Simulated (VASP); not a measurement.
# GaP (F-43m) in VASP: a series of runs

The runs below take GaP through single point, with PBEsol+D3(BJ).

All numbers are computed with VASP 6.6.1; they aren't measurements. Logs are shortened: lines on timing, memory, paths and dates and some standing lists are left out, and cuts for length are marked.

**What was measured.**

“Stacking defects in GaP nanowires: Electronic structure and optical properties”, 2018, arxiv:1810.01194 quotes, for a bulk crystal of GaP at 10 K: band gap 2.34 eV (indirect).

How close the calculation comes is told below.

### 1 The cell of the first run

Symmetry: F-43m, No. 216, cubic system. Conventional cell: a = 5.451 Å, b = 5.451 Å, c = 5.451 Å, α = 90.00°, β = 90.00°, γ = 90.00°. Within 3.1 Å of Ga (site symmetry -43m) lie 4 P at 2.36 Å. P (site symmetry -43m) has 4 Ga at 2.36 Å within 3.1 Å.

### 2 Single point, PBEsol+D3(BJ)

The input, INCAR:

```
PREC = Accurate ; ENCUT = 520
EDIFF = 1E-6 ; ISMEAR = 0
SIGMA = 0.05 ; LREAL = F
LASPH = T ; NELM = 80
ALGO = Normal ; ISIF = 2
LWAVE = F ; LCHARG = F
GGA = PS ; IVDW = 12
NBANDS = 16
```

The input, KPOINTS:

```
Automatic mesh
0
Gamma
  8 8 8
```

The input, POSCAR:

```
GaP
1.0
    0.0000000000      2.7252500963      2.7252500963
    2.7252500963      0.0000000000      2.7252500963
    2.7252500963      2.7252500963      0.0000000000
Ga P
1 1
Direct
    0.0000000000      0.0000000000      0.0000000000
    0.7500000000      0.7500000000      0.7500000000
```

Potentials or basis: VASP PAW PBE potentials, release 64 (Ga_d, P).

Started as:

```console
$ cat potpaw_PBE.64/Ga_d/POTCAR potpaw_PBE.64/P/POTCAR > POTCAR
$ mpirun -np 1 vasp_std > vasp.out
```

OUTCAR:

```text
PREC = Accurate
   ENCUT = 520
   EDIFF = 1E-6
   ISMEAR = 0
   LREAL = F
   LASPH = T
   NELM = 80
   ISIF = 2
   GGA = PS
   IVDW = 12
 IVDW          = 12

 ion  position               nearest neighbor table
   1  0.000  0.000  0.000-   2 2.36   2 2.36   2 2.36   2 2.36
   2  0.750  0.750  0.750-   1 2.36   1 2.36   1 2.36   1 2.36

  LATTYP: Found a face centered cubic cell.
 ALAT       =     5.4505001926

  Lattice vectors:

 A1 = (   0.0000000000,   2.7252500963,   2.7252500963)
 A2 = (   2.7252500963,   0.0000000000,   2.7252500963)
 A3 = (   2.7252500963,   2.7252500963,   0.0000000000)

Analysis of symmetry for initial positions (statically):
=====================================================================
 Subroutine PRICEL returns:
 Original cell was already a primitive cell.

 Routine SETGRP: Setting up the symmetry group for a
 face centered cubic supercell.

 Subroutine GETGRP returns: Found 24 space group operations
 (whereof 24 operations were pure point group operations)
 out of a pool of 48 trial point group operations.

The static configuration has the point symmetry T_d .

Analysis of symmetry for dynamics (positions and initial velocities):
=====================================================================
 Subroutine PRICEL returns:
 Original cell was already a primitive cell.

 Routine SETGRP: Setting up the symmetry group for a
 face centered cubic supercell.

 Subroutine GETGRP returns: Found 24 space group operations
 (whereof 24 operations were pure point group operations)
 out of a pool of 48 trial point group operations.

The dynamic configuration has the point symmetry T_d .

 Subroutine INISYM returns: Found 24 space group operations
 (whereof 24 operations are pure point group operations),
 and found     1 'primitive' translations

----------------------------------------------------------------------------------------

                                     Primitive cell

  volume of cell :      40.4808

  direct lattice vectors                    reciprocal lattice vectors
     0.000000000  2.725250096  2.725250096    -0.183469400  0.183469400  0.183469400
     2.725250096  0.000000000  2.725250096     0.183469400 -0.183469400  0.183469400
     2.725250096  2.725250096  0.000000000     0.183469400  0.183469400 -0.183469400

  length of vectors
     3.854085647  3.854085647  3.854085647     0.317778322  0.317778322  0.317778322

  position of ions in fractional coordinates (direct lattice)
     0.000000000  0.000000000  0.000000000
     0.750000000  0.750000000  0.750000000

  ion indices of the primitive-cell ions
   primitive index   ion index
                 1           1
                 2           2

----------------------------------------------------------------------------------------

 KPOINTS: Automatic mesh

Automatic generation of k-mesh.
 Grid dimensions read from file:
 generate k-points for:    8    8    8

 Generating k-lattice:

  Cartesian coordinates                     Fractional coordinates (reciprocal lattice)
    -0.022933675  0.022933675  0.022933675     0.125000000  0.000000000  0.000000000
     0.022933675 -0.022933675  0.022933675     0.000000000  0.125000000  0.000000000
     0.022933675  0.022933675 -0.022933675     0.000000000  0.000000000  0.125000000

  Length of vectors
     0.039722290  0.039722290  0.039722290

  Shift w.r.t. Gamma in fractional coordinates (k-lattice)
     0.000000000  0.000000000  0.000000000

 Subroutine IBZKPT returns following result:
 ===========================================

 Found     29 irreducible k-points:

 Following reciprocal coordinates:
            Coordinates               Weight
  0.000000  0.000000  0.000000      1.000000
  0.125000  0.000000  0.000000      8.000000
  0.250000  0.000000  0.000000      8.000000
  0.375000  0.000000  0.000000      8.000000
  0.500000  0.000000  0.000000      4.000000
  0.125000  0.125000  0.000000      6.000000
[... 16 lines left out ...]
  0.500000  0.250000  0.125000     48.000000
 -0.375000  0.250000  0.125000     24.000000
 [... further k-points ...]
   k-points           NKPTS =     29   k-points in BZ     NKDIM =     29   number of bands    NBANDS=     16
   number of dos      NEDOS =    301   number of ions     NIONS =      2
   total plane-waves  NPLWV =  27000
   dimension x,y,z NGX =    30 NGY =   30 NGZ =   30
   dimension x,y,z NGXF=    60 NGYF=   60 NGZF=   60
   ions per type =               1   1
   NGX,Y,Z   is equivalent  to a cutoff of  12.94, 12.94, 12.94 a.u.
   NGXF,Y,Z  is equivalent  to a cutoff of  25.88, 25.88, 25.88 a.u.
 SYSTEM =  unknown system
   PREC   = accura    normal or accurate (medium, high low for compatibility)
   ISTART =      0    job   : 0-new  1-cont  2-samecut
   ICHARG =      2    charge: 1-file 2-atom 10-const
   ISPIN  =      1    spin polarized calculation?
   LNONCOLLINEAR =      F non collinear calculations
   LSORBIT =      F    spin-orbit coupling
   LASPH  =      T    aspherical Exc in radial PAW
   ENCUT  =  520.0 eV  38.22 Ry    6.18 a.u.   7.17  7.17  7.17*2*pi/ulx,y,z
   NELM   =     80;   NELMIN=  2; NELMDL= -5     # of ELM steps
   EDIFF  = 0.1E-05   stopping-criterion for ELM
   LREAL  =      F    real-space projection
   EDIFFG = 0.1E-04   stopping-criterion for IOM
   NSW    =      0    number of steps for IOM
   IBRION =     -1    ionic relax: 0-MD 1-quasi-New 2-CG
   NFREE  =      0    steps in history (QN), initial steepest desc. (CG)
   ISIF   =      2    stress and relaxation
   ISYM   =      2    0-nonsym 1-usesym 2-fastsym
   POTIM  = 0.5000    time-step for ionic-motion
   TEBEG  =    0.0;   TEEND  =   0.0 temperature during run
   PSTRESS=    0.0 pullay stress
   NELECT =      18.0000    total number of electrons
   NUPDOWN=      -1.0000    fix difference up-down
   EMIN   =  10.00;   EMAX   =-10.00  energy-range for DOS
   EFERMI =   0.00;   METHOD = LEGACY
   ISMEAR =     0;   SIGMA  =   0.05  broadening in eV -4-tet -1-fermi 0-gaus
   EFERMI_NEDOS =   21; number of points for ismear=-14 and -15
   IALGO  =     38    algorithm
   IMIX   =      4    mixing-type and parameters
     AMIX     =   0.40;   BMIX     =  1.00
     AMIX_MAG =   1.60;   BMIX_MAG =  1.00
  volume/ion in A,a.u.               =      20.24       136.59
  Fermi-wavevector in a.u.,A,eV,Ry     =   1.249538  2.361284 21.243375  1.561344
  Thomas-Fermi vector in A             =   2.383573
   LORBIT       =      0    0 simple, 1 ext, 2 COOP (PROOUT), +10 PAW based schemes
   GGA     = PS    functional components
   LHFCALC =     F    Hartree Fock is set to
   AEXX    =    0.0000 exact exchange contribution
   IVDW    =    12    specifies the selected vdW correction
   LEPSILON=     F    determine dielectric tensor
   LRPA    =     F    only Hartree local field effects (RPA)
 non-spin polarized calculation
 Gauss-broadening in eV      SIGMA  =   0.05
  energy-cutoff  :      520.00
  volume of cell :       40.48
 maximum number of plane-waves:      1106
 NGX is ok and might be reduce to    30
   NGX = 15   NGY = 15   NGZ = 15

 number of electron      17.9999989 magnetization

 Free energy of the ion-electron system (eV)
  ---------------------------------------------------
  ext. energy  EPLUGINS =         0.00000000
  ---------------------------------------------------
  free energy    TOTEN  =        -9.92055873 eV

  energy without entropy =       -9.92055873  energy(sigma->0) =       -9.92055873

 E-fermi :   4.7767     XC(G=0): -10.0213

 val. band max:        4.5684704520   @ k =   0.0000   0.0000   0.0000
 cond. band min:       6.0852413668   @ k =   0.5000   0.5000   0.0000
 fundamental gap:      1.5167709148
 Fermi energy:         4.7766849569

 k-point     1 :       0.0000    0.0000    0.0000
  band No.  band energies     occupation
      1      -9.9722      2.00000
      2      -9.9722      2.00000
      3      -9.9722      2.00000
      4      -9.8715      2.00000
      5      -9.8715      2.00000
      6      -7.9555      2.00000
[... 8 lines left out ...]
     15      14.3401      0.00000
     16      14.3401      0.00000

 k-point     2 :       0.1250    0.0000    0.0000
  band No.  band energies     occupation
      1      -9.9861      2.00000
      2      -9.9675      2.00000
      3      -9.9675      2.00000
      4      -9.8716      2.00000
      5      -9.8716      2.00000
      6      -7.7518      2.00000
[... 8 lines left out ...]
     15      13.6825      0.00000
     16      14.0536      0.00000

 k-point     3 :       0.2500    0.0000    0.0000
  band No.  band energies     occupation
      1     -10.0166      2.00000
      2      -9.9574      2.00000
      3      -9.9574      2.00000
      4      -9.8703      2.00000
      5      -9.8703      2.00000
      6      -7.1738      2.00000
[... 8 lines left out ...]
     15      13.4885      0.00000
     16      14.2812      0.00000

 k-point     4 :       0.3750    0.0000    0.0000
  band No.  band energies     occupation
      1     -10.0440      2.00000
      2      -9.9496      2.00000
      3      -9.9496      2.00000
      4      -9.8665      2.00000
      5      -9.8665      2.00000
      6      -6.3647      2.00000
[... 8 lines left out ...]
     15      14.6972      0.00000
     16      14.6972      0.00000

 k-point     5 :       0.5000    0.0000    0.0000
  band No.  band energies     occupation
      1     -10.0547      2.00000
      2      -9.9472      2.00000
      3      -9.9472      2.00000
      4      -9.8641      2.00000
      5      -9.8641      2.00000
      6      -5.8650      2.00000
[... 8 lines left out ...]
     15      16.2355      0.00000
     16      16.2355      0.00000

 k-point     6 :       0.1250    0.1250    0.0000
  band No.  band energies     occupation
      1      -9.9950      2.00000
      2      -9.9630      2.00000
      3      -9.9630      2.00000
      4      -9.8757      2.00000
      5      -9.8683      2.00000
      6      -7.6842      2.00000
[... 8 lines left out ...]
     15      14.4271      0.00000
     16      14.5860      0.00000

 k-point     7 :       0.2500    0.1250    0.0000
  band No.  band energies     occupation
      1     -10.0189      2.00000
      2      -9.9544      2.00000
      3      -9.9523      2.00000
      4      -9.8789      2.00000
      5      -9.8653      2.00000
      6      -7.2299      2.00000
[... 8 lines left out ...]
     15      14.5614      0.00000
     16      15.5180      0.00000

 k-point     8 :       0.3750    0.1250    0.0000
  band No.  band energies     occupation
      1     -10.0428      2.00000
      2      -9.9478      2.00000
      3      -9.9435      2.00000
      4      -9.8771      2.00000
      5      -9.8625      2.00000
      6      -6.4799      2.00000
[... 8 lines left out ...]
     15      15.2552      0.00000
     16      15.4229      0.00000

 k-point     9 :       0.5000    0.1250    0.0000
  band No.  band energies     occupation
      1     -10.0558      2.00000
      2      -9.9449      2.00000
      3      -9.9405      2.00000
      4      -9.8711      2.00000
      5      -9.8628      2.00000
      6      -5.7863      2.00000
[... 8 lines left out ...]
     15      16.2363      0.00000
     16      16.4036      0.00000
[... 172 lines left out ...]
 k-point    19 :       0.5000    0.3750    0.0000
  band No.  band energies     occupation
      1     -10.0826      2.00000
      2      -9.9160      2.00000
      3      -9.9113      2.00000
      4      -9.9008      2.00000
      5      -9.8528      2.00000
      6      -5.1757      2.00000
[... 8 lines left out ...]
     15      16.5758      0.00000
     16      17.7367      0.00000

 k-point    20 :      -0.3750    0.3750    0.0000
  band No.  band energies     occupation
      1     -10.0745      2.00000
      2      -9.9261      2.00000
      3      -9.9154      2.00000
      4      -9.8913      2.00000
      5      -9.8592      2.00000
      6      -4.9887      2.00000
[... 8 lines left out ...]
     15      14.9308      0.00000
     16      19.1719      0.00000

 k-point    21 :       0.5000    0.5000    0.0000
  band No.  band energies     occupation
      1     -10.0906      2.00000
      2      -9.9082      2.00000
      3      -9.9063      2.00000
      4      -9.9063      2.00000
      5      -9.8496      2.00000
      6      -4.9538      2.00000
[... 8 lines left out ...]
     15      16.9841      0.00000
     16      17.5150      0.00000

 k-point    22 :       0.3750    0.2500    0.1250
  band No.  band energies     occupation
      1     -10.0398      2.00000
      2      -9.9453      2.00000
      3      -9.9413      2.00000
      4      -9.8826      2.00000
      5      -9.8624      2.00000
      6      -6.6820      2.00000
[... 8 lines left out ...]
     15      15.6408      0.00000
     16      16.8338      0.00000

 k-point    23 :       0.5000    0.2500    0.1250
  band No.  band energies     occupation
      1     -10.0552      2.00000
      2      -9.9417      2.00000
      3      -9.9321      2.00000
      4      -9.8805      2.00000
      5      -9.8625      2.00000
      6      -5.9189      2.00000
[... 8 lines left out ...]
     15      16.0107      0.00000
     16      17.3112      0.00000

 k-point    24 :      -0.3750    0.2500    0.1250
  band No.  band energies     occupation
      1     -10.0609      2.00000
      2      -9.9412      2.00000
      3      -9.9288      2.00000
      4      -9.8769      2.00000
      5      -9.8642      2.00000
      6      -5.4546      2.00000
[... 8 lines left out ...]
     15      16.4683      0.00000
     16      17.0068      0.00000

 [... further k-points ...]

------------------------ aborting loop because EDIFF is reached ----------------------------------------

 Edisp (eV)   -0.56261

 E8    (eV) :    -0.3633

  FORCE on cell =-STRESS in cart. coord.  units (eV):
  Direction    XX          YY          ZZ          XY          YZ          ZX
  --------------------------------------------------------------------------------------
  -------------------------------------------------------------------------------------
  Total      -0.71977    -0.71977    -0.71977     0.00000    -0.00000    -0.00000
  in kB     -28.48751   -28.48751   -28.48751     0.00000    -0.00000    -0.00000
  external pressure =      -28.49 kB  Pullay stress =        0.00 kB

 VOLUME and BASIS-vectors are now :
 -----------------------------------------------------------------------------
  energy-cutoff  :      520.00
  volume of cell :       40.48
      direct lattice vectors                 reciprocal lattice vectors
     0.000000000  2.725250096  2.725250096    -0.183469400  0.183469400  0.183469400
     2.725250096  0.000000000  2.725250096     0.183469400 -0.183469400  0.183469400
     2.725250096  2.725250096  0.000000000     0.183469400  0.183469400 -0.183469400

 POSITION                                       TOTAL-FORCE (eV/Angst)
 -----------------------------------------------------------------------------------
      0.00000      0.00000      0.00000        -0.000000     -0.000000     -0.000000
      4.08788      4.08788      4.08788         0.000000      0.000000      0.000000
 -----------------------------------------------------------------------------------
    total drift:                               -0.000000     -0.000000     -0.000000

  FREE ENERGIE OF THE ION-ELECTRON SYSTEM (eV)
  ---------------------------------------------------
  free  energy   TOTEN  =       -10.4831689248 eV

  energy  without entropy=      -10.4831689248  energy(sigma->0) =      -10.48316892
```

Wall time 40 s (1 thread of Intel Xeon 8259CL, shared host); peak memory 0.18 GiB.

What came out:

| Item | Value |
| --- | --- |
| Free energy | -10.4832 eV |
| Pressure | -2.8 GPa |
| Band gap on the k mesh | 1.52 eV, indirect (least direct gap 1.75 eV) |
| Dispersion energy per atom | -0.281 eV |

Caveat: the PAW data sets were made with another functional, which shifts forces and pressure a little.

### 3 Single point, PBEsol+D3(BJ)

This run uses another cell than the first one, of 19.87 Å³/atom, 0.982 times its volume.

The input, INCAR:

```
ALGO     = Normal         # electronic algorithm
EDIFF    = 1E-6           # SCF threshold, eV
ENCUT    = 520            # plane-wave cutoff, eV
GGA      = PS             # functional
ISIF     = 2              # what is computed and relaxed
ISMEAR   = 0              # smearing method
IVDW     = 12             # dispersion correction
LASPH    = T              # aspherical terms in the spheres
LCHARG   = F              # write CHGCAR
LREAL    = F              # projectors in reciprocal space
LWAVE    = F              # write WAVECAR
NBANDS   = 16             # bands
NELM     = 80             # most SCF steps
PREC     = Accurate       # precision mode
SIGMA    = 0.05           # smearing width, eV
```

The input, KPOINTS:

```
k-points
0
Gamma
  8 8 8
```

The input, POSCAR:

```
GaP
1.0
    0.0000000000      2.7084214190      2.7084214190
    2.7084214190      0.0000000000      2.7084214190
    2.7084214190      2.7084214190      0.0000000000
Ga P
1 1
Direct
    0.0000000000      0.0000000000      0.0000000000
    0.7500000000      0.7500000000      0.7500000000
```

Potentials or basis: VASP PAW PBE potentials, release 64 (Ga_d, P).

Started as:

```console
$ cat potpaw_PBE.64/Ga_d/POTCAR potpaw_PBE.64/P/POTCAR > POTCAR
$ mpirun -np 1 vasp_std > vasp.out
```

Run time: 30 s. Hardware: 1 thread of Intel Xeon 8259CL, shared host; peak memory 0.17 GiB.

Results (log left out):

- Free energy: -10.4928 eV
- Pressure: -1.3 GPa
- Band gap on the k mesh: 1.48 eV, indirect (least direct gap 1.90 eV)
- Dispersion energy per atom: -0.287 eV

Levels at points of the mesh, in eV from the valence-band top:
| k point | band 5 | band 6 | band 7 | band 8 | band 9 | band 10 | band 11 | band 12 | band 13 | band 14 |
| --- | --- | --- | --- | --- | --- | --- | --- | --- | --- | --- |
| (0.00, 0.00, 0.00) | -14.47 | -12.67 | 0.00 | 0.00 | 0.00 | 1.90 | 3.82 | 3.82 | 3.82 | 8.65 |
| (0.50, 0.00, 0.00) | -14.46 | -10.51 | -6.80 | -1.16 | -1.16 | 1.64 | 4.65 | 4.65 | 8.12 | 10.87 |
| (0.50, 0.50, 0.00) | -14.44 | -9.58 | -6.90 | -2.78 | -2.78 | 1.48 | 1.70 | 10.69 | 10.69 | 11.25 |

Caveat: the PAW data sets were made with another functional, which shifts forces and pressure a little.

### 4 How close it comes

Step 2. Against the measured gap of GaP, 2.34 eV (indirect; 10 K; quoted in “Stacking defects in GaP nanowires: Electronic structure and optical properties”, 2018, arxiv:1810.01194), the calculated 1.52 eV is off by -0.82 eV. Spin-orbit coupling on Ga is left out. The value is that of PBEsol+D3(BJ) on a finite k mesh, which can miss the band edges, without temperature or zero-point motion. Semilocal functionals fall short of measured gaps as a rule.

Step 3. A measured gap of GaP is 2.34 eV (indirect; 10 K; quoted in “Stacking defects in GaP nanowires: Electronic structure and optical properties”, 2018, arxiv:1810.01194); the calculated 1.48 eV misses it by -0.86 eV. Spin-orbit coupling on Ga is left out. The value is that of PBEsol+D3(BJ) on a finite k mesh, which can miss the band edges, without temperature or zero-point motion. Semilocal functionals fall short of measured gaps as a rule.
